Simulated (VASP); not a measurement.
A run of VASP 6.6.1 is set up as follows.

File INCAR:

```
PREC     = Accurate       # precision mode
ENCUT    = 520            # plane-wave cutoff, eV
EDIFF    = 1E-6           # SCF threshold, eV
ISMEAR   = -1             # smearing method
SIGMA    = 0.1            # smearing width, eV
LREAL    = F              # projectors in reciprocal space
LASPH    = T              # aspherical terms in the spheres
NELM     = 80             # most SCF steps
ALGO     = Normal         # electronic algorithm
ISIF     = 2              # what is computed and relaxed
LWAVE    = F              # write WAVECAR
LCHARG   = F              # write CHGCAR
GGA      = PE             # functional
NBANDS   = 14             # bands
```

The input KPOINTS:

```
regular mesh
0
Gamma
  11 11 11
```

The input POSCAR:

```
I
1.0
    2.0674304520     -1.1936315280      3.3825027487
    0.0000000000      2.3872630560      3.3825027487
   -2.0674304520     -1.1936315280      3.3825027487
I
2
Direct
    0.2500000000      0.2500000000      0.2500000000
   -0.2500000000     -0.2500000000     -0.2500000000
```

Potentials or basis: VASP PAW PBE potentials, release 64 (I).

The run is started by

```bash
$ cat potpaw_PBE.64/I/POTCAR > POTCAR
$ mpirun -np 1 vasp_std > vasp.out
```

Question: What does it give for the band gap on the k mesh?

Answer: Zero (band 7 reaches 12.50 eV, above the bottom of band 8 at 7.41 eV).

Question: Predict the pressure.

Answer: 42.7 GPa.

Stress tensor (GPa, compression positive):
```
42.68  0.00  0.00
 0.00 42.68  0.00
 0.00  0.00 42.84
```

Caveat: spin-orbit coupling is left out, which moves the levels of the heavy elements.
